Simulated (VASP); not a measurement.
# Te (P3_121) in VASP: further runs

The runs below take Te through single point, with LDA.

Program: VASP 6.6.1. These are calculated values, not measurements. Logs are shortened: lines on timing, memory, paths and dates and some standing lists are left out, and cuts for length are marked.

### 1 The cell of the first run

Symmetry: P3_121, No. 152, trigonal system. The conventional cell has a = 4.297 Å, b = 4.297 Å, c = 5.904 Å, α = 90.00°, β = 90.00°, γ = 120.00°. Within 3.8 Å of Te (site symmetry 2) lie 6 Te at 2.90 to 3.32 Å.

### 2 Single point, LDA

File INCAR:

```
SYSTEM = Te
ALGO     = Normal         ! electronic algorithm
EDIFF    = 1E-6           ! SCF threshold, eV
ENCUT    = 520            ! plane-wave cutoff, eV
ISIF     = 2              ! what is computed and relaxed
ISMEAR   = -1             ! smearing method
LASPH    = .TRUE.         ! aspherical terms in the spheres
LCHARG   = .FALSE.        ! write CHGCAR
LREAL    = .FALSE.        ! projectors in reciprocal space
LWAVE    = .FALSE.        ! write WAVECAR
NBANDS   = 16             ! bands
NELM     = 100            ! most SCF steps
PREC     = Accurate       ! precision mode
SIGMA    = 0.05           ! smearing width, eV
```

File KPOINTS:

```
k-points
0
G
  2 2 1
  0 0 0
```

File POSCAR:

```
Te
1.0
    4.2966332825      0.0000000000      0.0000000000
   -2.1483166412      3.7209935734      0.0000000000
    0.0000000000      0.0000000000      5.9041060663
Te
3
Direct
    0.2855404168      1.0000000000      0.3333333333
    1.0000000000      0.2855404168      0.6666666667
    0.7144595832      0.7144595832      1.0000000000
```

Potentials or basis: VASP PAW LDA potentials, release 64 (Te).

On the command line:

```
$ cat potpaw_LDA.64/Te/POTCAR > POTCAR
$ mpirun -np 1 vasp_std > vasp.out
```

OUTCAR:

```text
SYSTEM = Te
   EDIFF = 1E-6
   ENCUT = 520
   ISIF = 2
   ISMEAR = -1
   LASPH = .TRUE.
   LREAL = .FALSE.
   NELM = 100
   PREC = Accurate

 ion  position               nearest neighbor table
   1  0.286  0.000  0.333-   3 2.90   2 2.90   3 3.32   3 3.32   2 3.32   2 3.32
   2  0.000  0.286  0.667-   3 2.90   1 2.90   3 3.32   3 3.32   1 3.32   1 3.32
   3  0.714  0.714  0.000-   2 2.90   1 2.90   2 3.32   1 3.32   1 3.32   2 3.32

  LATTYP: Found a hexagonal cell.
 ALAT       =     4.2966332825
 C/A-ratio  =     1.3741238030

  Lattice vectors:

 A1 = (   4.2966332825,   0.0000000000,   0.0000000000)
 A2 = (  -2.1483166412,   3.7209935734,   0.0000000000)
 A3 = (   0.0000000000,   0.0000000000,   5.9041060663)

Analysis of symmetry for initial positions (statically):
=====================================================================
 Subroutine PRICEL returns:
 Original cell was already a primitive cell.

 Routine SETGRP: Setting up the symmetry group for a
 hexagonal supercell.

 Subroutine GETGRP returns: Found  6 space group operations
 (whereof  2 operations were pure point group operations)
 out of a pool of 24 trial point group operations.

The static configuration has the point symmetry C_2 .
 The point group associated with its full space group is D_3 .

Analysis of symmetry for dynamics (positions and initial velocities):
=====================================================================
 Subroutine PRICEL returns:
 Original cell was already a primitive cell.

 Routine SETGRP: Setting up the symmetry group for a
 hexagonal supercell.

 Subroutine GETGRP returns: Found  6 space group operations
 (whereof  2 operations were pure point group operations)
 out of a pool of 24 trial point group operations.

The dynamic configuration has the point symmetry C_2 .
 The point group associated with its full space group is D_3 .

 Subroutine INISYM returns: Found  6 space group operations
 (whereof  2 operations are pure point group operations),
 and found     1 'primitive' translations

----------------------------------------------------------------------------------------

                                     Primitive cell

  volume of cell :      94.3933

  direct lattice vectors                    reciprocal lattice vectors
     4.296633283  0.000000000  0.000000000     0.232740365  0.134372713  0.000000000
    -2.148316641  3.720993573  0.000000000     0.000000000  0.268745425  0.000000000
     0.000000000  0.000000000  5.904106066     0.000000000  0.000000000  0.169373651

  length of vectors
     4.296633283  4.296633282  5.904106066     0.268745425  0.268745425  0.169373651

  position of ions in fractional coordinates (direct lattice)
     0.285540417  0.000000000  0.333333333
     0.000000000  0.285540417  0.666666667
     0.714459583  0.714459583  0.000000000

  ion indices of the primitive-cell ions
   primitive index   ion index
                 1           1
                 2           2
                 3           3

----------------------------------------------------------------------------------------

 KPOINTS: k-points

Automatic generation of k-mesh.
 Grid dimensions read from file:
 generate k-points for:    2    2    1

 Generating k-lattice:

  Cartesian coordinates                     Fractional coordinates (reciprocal lattice)
     0.116370183  0.067186356  0.000000000     0.500000000  0.000000000  0.000000000
     0.000000000  0.134372713  0.000000000     0.000000000  0.500000000  0.000000000
     0.000000000  0.000000000  0.169373651     0.000000000  0.000000000  1.000000000

  Length of vectors
     0.134372713  0.134372713  0.169373651

  Shift w.r.t. Gamma in fractional coordinates (k-lattice)
     0.000000000  0.000000000  0.000000000

 Subroutine IBZKPT returns following result:
 ===========================================

 Found      2 irreducible k-points:

 Following reciprocal coordinates:
            Coordinates               Weight
  0.000000  0.000000  0.000000      1.000000
  0.500000  0.000000  0.000000      3.000000
   k-points           NKPTS =      2   k-points in BZ     NKDIM =      2   number of bands    NBANDS=     16
   number of dos      NEDOS =    301   number of ions     NIONS =      3
   total plane-waves  NPLWV =  49152
   dimension x,y,z NGX =    32 NGY =   32 NGZ =   48
   dimension x,y,z NGXF=    64 NGYF=   64 NGZF=   96
   ions per type =               3
   NGX,Y,Z   is equivalent  to a cutoff of  12.38, 12.38, 13.52 a.u.
   NGXF,Y,Z  is equivalent  to a cutoff of  24.76, 24.76, 27.03 a.u.
 SYSTEM =  Te
   PREC   = accura    normal or accurate (medium, high low for compatibility)
   ISTART =      0    job   : 0-new  1-cont  2-samecut
   ICHARG =      2    charge: 1-file 2-atom 10-const
   ISPIN  =      1    spin polarized calculation?
   LNONCOLLINEAR =      F non collinear calculations
   LSORBIT =      F    spin-orbit coupling
   LASPH  =      T    aspherical Exc in radial PAW
   ENCUT  =  520.0 eV  38.22 Ry    6.18 a.u.   7.99  7.99 10.98*2*pi/ulx,y,z
   NELM   =    100;   NELMIN=  2; NELMDL= -5     # of ELM steps
   EDIFF  = 0.1E-05   stopping-criterion for ELM
   LREAL  =      F    real-space projection
   EDIFFG = 0.1E-04   stopping-criterion for IOM
   NSW    =      0    number of steps for IOM
   IBRION =     -1    ionic relax: 0-MD 1-quasi-New 2-CG
   NFREE  =      0    steps in history (QN), initial steepest desc. (CG)
   ISIF   =      2    stress and relaxation
   ISYM   =      2    0-nonsym 1-usesym 2-fastsym
   POTIM  = 0.5000    time-step for ionic-motion
   TEBEG  =    0.0;   TEEND  =   0.0 temperature during run
   PSTRESS=    0.0 pullay stress
   NELECT =      18.0000    total number of electrons
   NUPDOWN=      -1.0000    fix difference up-down
   EMIN   =  10.00;   EMAX   =-10.00  energy-range for DOS
   EFERMI =   0.00;   METHOD = LEGACY
   ISMEAR =    -1;   SIGMA  =   0.05  broadening in eV -4-tet -1-fermi 0-gaus
   EFERMI_NEDOS =   21; number of points for ismear=-14 and -15
   IALGO  =     38    algorithm
   IMIX   =      4    mixing-type and parameters
     AMIX     =   0.40;   BMIX     =  1.00
     AMIX_MAG =   1.60;   BMIX_MAG =  1.00
  volume/ion in A,a.u.               =      31.46       212.33
  Fermi-wavevector in a.u.,A,eV,Ry     =   0.942291  1.780672 12.080790  0.887913
  Thomas-Fermi vector in A             =   2.069886
   LORBIT       =      0    0 simple, 1 ext, 2 COOP (PROOUT), +10 PAW based schemes
   GGA     = CA    functional components
   LHFCALC =     F    Hartree Fock is set to
   AEXX    =    0.0000 exact exchange contribution
   IVDW    =     0    specifies the selected vdW correction
   LEPSILON=     F    determine dielectric tensor
   LRPA    =     F    only Hartree local field effects (RPA)
 non-spin polarized calculation
  energy-cutoff  :      520.00
  volume of cell :       94.39
 maximum number of plane-waves:      2546
 NGX is ok and might be reduce to    32
   NGX = 15   NGY = 15   NGZ = 21

 number of electron      17.9999999 magnetization

 Free energy of the ion-electron system (eV)
  ---------------------------------------------------
  ext. energy  EPLUGINS =         0.00000000
  ---------------------------------------------------
  free energy    TOTEN  =       -10.58148999 eV

  energy without entropy =      -10.58147601  energy(sigma->0) =      -10.58148300

 E-fermi :   6.7289     XC(G=0):  -9.6308

 val. band max:        6.1319705363   @ k =   0.5000   0.0000   0.0000
 cond. band min:       7.3432512209   @ k =   0.5000   0.0000   0.0000
 fundamental gap:      1.2112806846
 Fermi energy:         6.7288777364

 k-point     1 :       0.0000    0.0000    0.0000
  band No.  band energies     occupation
      1      -7.2222      2.00000
      2      -3.7543      2.00000
      3      -3.7543      2.00000
      4       3.8206      2.00000
      5       4.1886      2.00000
      6       4.1886      2.00000
[... 8 lines left out ...]
     15      12.8917      0.00000
     16      12.8917      0.00000

 k-point     2 :       0.5000    0.0000    0.0000
  band No.  band energies     occupation
      1      -5.7810      2.00000
      2      -4.7017      2.00000
      3      -3.3926      2.00000
      4       1.6396      2.00000
      5       2.0837      2.00000
      6       2.7284      2.00000
[... 8 lines left out ...]
     15      15.5793      0.00000
     16      16.0550      0.00000

------------------------ aborting loop because EDIFF is reached ----------------------------------------

  FORCE on cell =-STRESS in cart. coord.  units (eV):
  Direction    XX          YY          ZZ          XY          YZ          ZX
  --------------------------------------------------------------------------------------
  -------------------------------------------------------------------------------------
  Total        2.9937158      2.9937158     -3.8299111      0.0000000     -0.0000000      0.0000000
  in kB       50.8135797     50.8135797    -65.0066696      0.0000000     -0.0000000      0.0000000
  external PRESSURE =      12.2068299 kB  Pullay stress =       0.0000000 kB

 VOLUME and BASIS-vectors are now :
 -----------------------------------------------------------------------------
  energy-cutoff  :      520.00
  volume of cell :       94.39
      direct lattice vectors                 reciprocal lattice vectors
     4.296633283  0.000000000  0.000000000     0.232740365  0.134372713  0.000000000
    -2.148316641  3.720993573  0.000000000     0.000000000  0.268745425  0.000000000
     0.000000000  0.000000000  5.904106066     0.000000000  0.000000000  0.169373651

 POSITION                                       TOTAL-FORCE (eV/Angst)
 -----------------------------------------------------------------------------------
      1.22686      0.00000      1.96804        -1.914897     -0.000000      0.000000
     -0.61343      1.06249      3.93607         0.957448     -1.658349      0.000000
      1.53489      2.65850      0.00000         0.957448      1.658349      0.000000
 -----------------------------------------------------------------------------------
    total drift:                               -0.000000     -0.000000      0.000000

  FREE ENERGIE OF THE ION-ELECTRON SYSTEM (eV)
  ---------------------------------------------------
  free  energy   TOTEN  =       -10.5814899869 eV

  energy  without entropy=      -10.5814760137  energy(sigma->0) =      -10.58148300
```

Wall time 2.6 s (1 thread of Intel Xeon 6975P-C (Granite Rapids), shared host); peak memory 0.16 GiB.

Results:

```yaml
Free_energy: -10.5815 eV
Pressure: 1.2 GPa
Largest_force: 1.915 eV/Å
Band_gap_on_the_k_mesh: 1.21 eV
```

Forces in eV/Å, atoms in the order of the input:
```
Te  -1.915  0.000  0.000
Te   0.957 -1.658  0.000
Te   0.957  1.658  0.000
```

Caveat: the k points lie up to 1.06 Å⁻¹ apart; spin-orbit coupling is left out, which moves the levels of the heavy elements; an odd mesh through Γ misses points on the zone boundary, where band edges can lie; forces of over 1 eV/Å act on the atoms, so gaps and moduli don't describe the material at rest.

### 3 Single point, LDA

File INCAR:

```
SYSTEM = Te
  ALGO = Normal
  EDIFF = 1E-6
  ENCUT = 520
  GGA = CA
  ISIF = 2
  ISMEAR = -1
  LASPH = .True.
  LCHARG = .False.
  LREAL = .False.
  LWAVE = .False.
  NBANDS = 16
  NELM = 60
  PREC = Accurate
  SIGMA = 0.05
```

File KPOINTS:

```
k-points
0
Gamma
  2 2 2
  0 0 0
```

POSCAR is that of step 2.

Potentials or basis: VASP PAW LDA potentials, release 64 (Te).

On the command line:

```
$ cat potpaw_LDA.64/Te/POTCAR > POTCAR
$ mpirun -np 1 vasp_std > vasp.out
```

OUTCAR:

```text
SYSTEM = Te
   EDIFF = 1E-6
   ENCUT = 520
   GGA = CA
   ISIF = 2
   ISMEAR = -1
   LASPH = .True.
   LREAL = .False.
   NELM = 60
   PREC = Accurate

 ion  position               nearest neighbor table
   1  0.286  0.000  0.333-   3 2.90   2 2.90   3 3.32   3 3.32   2 3.32   2 3.32
   2  0.000  0.286  0.667-   3 2.90   1 2.90   3 3.32   3 3.32   1 3.32   1 3.32
   3  0.714  0.714  0.000-   2 2.90   1 2.90   2 3.32   1 3.32   1 3.32   2 3.32

  LATTYP: Found a hexagonal cell.
 ALAT       =     4.2966332825
 C/A-ratio  =     1.3741238030

[... 247 lines left out ...]

  FORCE on cell =-STRESS in cart. coord.  units (eV):
  Direction    XX          YY          ZZ          XY          YZ          ZX
  --------------------------------------------------------------------------------------
  -------------------------------------------------------------------------------------
  Total        3.2909016      3.2909016     -2.1199223      0.0000000     -0.0000000      0.0000000
  in kB       55.8578384     55.8578384    -35.9823199      0.0000000     -0.0000000      0.0000000
  external PRESSURE =      25.2444523 kB  Pullay stress =       0.0000000 kB

 VOLUME and BASIS-vectors are now :
 -----------------------------------------------------------------------------
  energy-cutoff  :      520.00
  volume of cell :       94.39
      direct lattice vectors                 reciprocal lattice vectors
     4.296633283  0.000000000  0.000000000     0.232740365  0.134372713  0.000000000
    -2.148316641  3.720993573  0.000000000     0.000000000  0.268745425  0.000000000
     0.000000000  0.000000000  5.904106066     0.000000000  0.000000000  0.169373651

 POSITION                                       TOTAL-FORCE (eV/Angst)
 -----------------------------------------------------------------------------------
      1.22686      0.00000      1.96804        -1.227253     -0.000000     -0.000000
     -0.61343      1.06249      3.93607         0.613627     -1.062832      0.000000
      1.53489      2.65850      0.00000         0.613627      1.062832      0.000000
 -----------------------------------------------------------------------------------
    total drift:                               -0.000000     -0.000000      0.000000

  FREE ENERGIE OF THE ION-ELECTRON SYSTEM (eV)
  ---------------------------------------------------
  free  energy   TOTEN  =       -10.2762548484 eV

  energy  without entropy=      -10.2730313728  energy(sigma->0) =      -10.27464311
```

OSZICAR:

```text
N       E                     dE             d eps       ncg     rms          rms(c)
DAV:   1     0.756674992524E+02    0.75667E+02   -0.65944E+03   128   0.911E+02
DAV:   2    -0.529290636153E+01   -0.80960E+02   -0.76131E+02   176   0.135E+02
DAV:   3    -0.102591062817E+02   -0.49662E+01   -0.49427E+01   168   0.383E+01
DAV:   4    -0.103451917690E+02   -0.86085E-01   -0.86076E-01   184   0.587E+00
DAV:   5    -0.103460249911E+02   -0.83322E-03   -0.83322E-03   184   0.499E-01    0.128E+01
DAV:   6    -0.102975249723E+02    0.48500E-01   -0.19952E-02   160   0.741E-01    0.801E+00
DAV:   7    -0.102769167305E+02    0.20608E-01   -0.43926E-02   144   0.108E+00    0.266E-01
DAV:   8    -0.102762537901E+02    0.66294E-03   -0.32720E-03   176   0.328E-01    0.116E-01
DAV:   9    -0.102762562037E+02   -0.24135E-05   -0.12458E-04   168   0.647E-02    0.508E-02
DAV:  10    -0.102762547320E+02    0.14717E-05   -0.85570E-06   184   0.164E-02    0.856E-03
DAV:  11    -0.102762548484E+02   -0.11648E-06   -0.53654E-07   112   0.417E-03
   1 F= -.10276255E+02 E0= -.10274643E+02  d E =-.322348E-02
```

stdout:

```text
POSCAR found type information on POSCAR Te
 POSCAR found :  1 types and       3 ions
 scaLAPACK will be used
 LDA part: xc-table for (Slater(with rela. corr.)+CA(PZ))
 , standard interpolation
 POSCAR, INCAR and KPOINTS ok, starting setup
 FFT: planning ... GRIDC
 FFT: planning ... GRID_SOFT
 FFT: planning ... GRID
 WAVECAR not read
 entering main loop
```

It took 3.7 s on 1 thread of Intel Xeon 6975P-C (Granite Rapids), shared host; peak memory 0.17 GiB.

What came out:

- Free energy: -10.2763 eV
- Pressure: 2.5 GPa
- Largest force: 1.227 eV/Å
- Band gap on the k mesh: 0.47 eV (least direct gap 0.63 eV)

Forces in eV/Å, atoms in the order of the input:
```
Te  -1.227  0.000  0.000
Te   0.614 -1.063  0.000
Te   0.614  1.063  0.000
```

Stress tensor (GPa, compression positive):
```
 5.59  0.00  0.00
 0.00  5.59  0.00
 0.00  0.00 -3.60
```

Levels at points of the mesh, in eV from the valence-band top:
```csv
k point,band 6,band 7,band 8,band 9,band 10,band 11,band 12,band 13
"(0.00, 0.00, 0.00)",-2.37,-1.53,-1.53,-0.90,1.28,1.28,1.91,5.05
"(0.50, 0.00, 0.00)",-3.82,-3.72,-0.56,-0.42,0.79,0.82,2.59,4.15
"(0.00, 0.00, 0.50)",-2.46,-0.99,-0.58,-0.58,0.47,0.52,0.52,3.86
"(0.50, 0.00, 0.50)",-3.45,-2.56,-2.29,0.00,0.63,2.35,2.95,4.45
```

Caveat: the k points lie up to 0.84 Å⁻¹ apart; spin-orbit coupling is left out, which moves the levels of the heavy elements; forces of over 1 eV/Å act on the atoms, so gaps and moduli don't describe the material at rest.

### 4 Single point, LDA

File INCAR:

```
SYSTEM = Te
PREC = Accurate ; ENCUT = 520
EDIFF = 1E-6 ; ISMEAR = -1
SIGMA = 0.05 ; LREAL = .False.
LASPH = .True. ; NELM = 60
ALGO = Normal ; ISIF = 2
LWAVE = .False. ; LCHARG = .False.
NBANDS = 16
```

File KPOINTS:

```
Automatic mesh
0
Gamma
  3 3 2
  0 0 0
```

POSCAR is that of step 3.

On the command line:

```
$ cat potpaw_LDA.64/Te/POTCAR > POTCAR
$ mpirun -np 1 vasp_std > vasp.out
```

Run time: 4 s. Hardware: 1 thread of Intel Xeon 6975P-C (Granite Rapids), shared host; peak memory 0.16 GiB.

It converged, with:

```yaml
Free_energy: -11.1029 eV
Pressure: 0.8 GPa
Largest_force: 0.473 eV/Å
```

Forces in eV/Å, atoms in the order of the input:
```
Te  -0.473  0.000  0.000
Te   0.236 -0.410  0.000
Te   0.236  0.410  0.000
```

Stress tensor (GPa, compression positive):
```
0.96 0.00 0.00
0.00 0.96 0.00
0.00 0.00 0.59
```

Levels at points of the mesh, in eV from the Fermi level:
```
           k point  band 7  band 8  band 9  band 10  band 11  band 12
(0.00, 0.00, 0.00)   -1.90   -1.90   -1.27     0.94     0.94     1.57
(0.00, 0.00, 0.50)   -1.36   -0.94   -0.94     0.13     0.18     0.18
```

Caveat: the k points lie up to 0.56 Å⁻¹ apart; spin-orbit coupling is left out, which moves the levels of the heavy elements.

(Part 1 of 2 ends here.)
